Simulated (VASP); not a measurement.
Set up this calculation in VASP 6.6.1, as the native input.

```
Task                   : single point
Functional             : PBE
Potentials or basis    : VASP PAW PBE potentials, release 64 (Mg_sv, O)
Cutoff                 : 840 eV
k mesh                 : 10 × 10 × 10
Occupations            : gaussian, width 0.02 eV
Spin                   : no spin polarisation
Dipole correction      : no
Further INCAR settings : ALGO = Normal; EDIFF = 1e-06; NBANDS = 15
```

The structure of MgO lies in POSCAR:

```
MgO
1.0
    0.0000000000      2.1268586785      2.1268586785
    2.1268586785      0.0000000000      2.1268586785
    2.1268586785      2.1268586785      0.0000000000
Mg O
1 1
Direct
    0.0000000000      0.0000000000      0.0000000000
    0.5000000000      0.5000000000      0.5000000000
```

These files were run (other wordings do the same):

INCAR

```
  ALGO = Normal
  EDIFF = 1E-6
  ENCUT = 840
  GGA = PE
  GGA_COMPAT = F
  ISIF = 2
  ISMEAR = 0
  LASPH = T
  LCHARG = T
  LELF = T
  LREAL = F
  LVHAR = T
  LWAVE = F
  NBANDS = 15
  NELM = 120
  PREC = Accurate
  SIGMA = 0.02
```

KPOINTS

```
k-points
0
Gamma
  10 10 10
```

Potentials or basis: VASP PAW PBE potentials, release 64 (Mg_sv, O).

The run is started by

```console
$ cat potpaw_PBE.64/Mg_sv/POTCAR potpaw_PBE.64/O/POTCAR > POTCAR
$ mpirun -np 1 vasp_std > vasp.out
```

Results of the run:

| Property | Result |
| --- | --- |
| Pressure | 0.0 GPa |
| Band gap on the k mesh | 4.46 eV |

It took 14 s on 1 thread of Intel(R) Xeon(R) Platinum 8488C (Sapphire Rapids), on a shared host, peak memory 0.16 GiB.
